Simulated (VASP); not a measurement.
Set up this calculation in VASP 6.6.1, as the native input.

```yaml
Task: single point
Functional: PBEsol
Potentials_or_basis: VASP PAW PBE potentials, release 64 (Al, N)
Cutoff: 520 eV
k_mesh: 9 × 9 × 6
Occupations: gaussian, width 0.05 eV
Spin: no spin polarisation
Dipole_correction: no
Further_INCAR_settings: ALGO = Normal; EDIFF = 1e-06; NBANDS = 16
```

The structure of AlN lies in POSCAR:

```
AlN
1.0
    3.3740024686      0.0000000000      0.0000000000
   -1.6870012343      2.9219718502      0.0000000000
    0.0000000000      0.0000000000      4.4395124482
Al N
2 2
Direct
    0.3333333333      0.6666666667      0.7500000000
    0.6666666667      0.3333333333      0.2500000000
    0.3333333333      0.6666666667      0.2500000000
    0.6666666667      0.3333333333      0.7500000000
```

This cell differs from its parent crystal: volume 10.942 Å^3 an atom, c/a of the conventional cell 1.3158.

These files were run (other wordings do the same):

INCAR

```
ALGO     = Normal         # electronic algorithm
EDIFF    = 1E-6           # SCF threshold, eV
ENCUT    = 520            # plane-wave cutoff, eV
GGA      = PS             # functional
ISIF     = 2              # what is computed and relaxed
ISMEAR   = 0              # smearing method
LASPH    = True           # aspherical terms in the spheres
LCHARG   = False          # write CHGCAR
LREAL    = False          # projectors in reciprocal space
LWAVE    = False          # write WAVECAR
NBANDS   = 16             # bands
NELM     = 80             # most SCF steps
PREC     = Accurate       # precision mode
SIGMA    = 0.05           # smearing width, eV
```

KPOINTS

```
k-points
0
Gamma
  9 9 6
```

Potentials or basis: VASP PAW PBE potentials, release 64 (Al, N).

Launch:

```sh
$ cat potpaw_PBE.64/Al/POTCAR potpaw_PBE.64/N/POTCAR > POTCAR
$ mpirun -np 1 vasp_std > vasp.out
```

It gave:

- Pressure: -18.1 GPa
- Band gap on the k mesh: 2.36 eV, direct

Caveat: the PAW data sets were made with another functional, which shifts forces and pressure a little.

Run time: 19 s on 1 thread of AMD EPYC 9R45 (Zen 5), with other jobs on the host, peak memory 0.14 GiB.
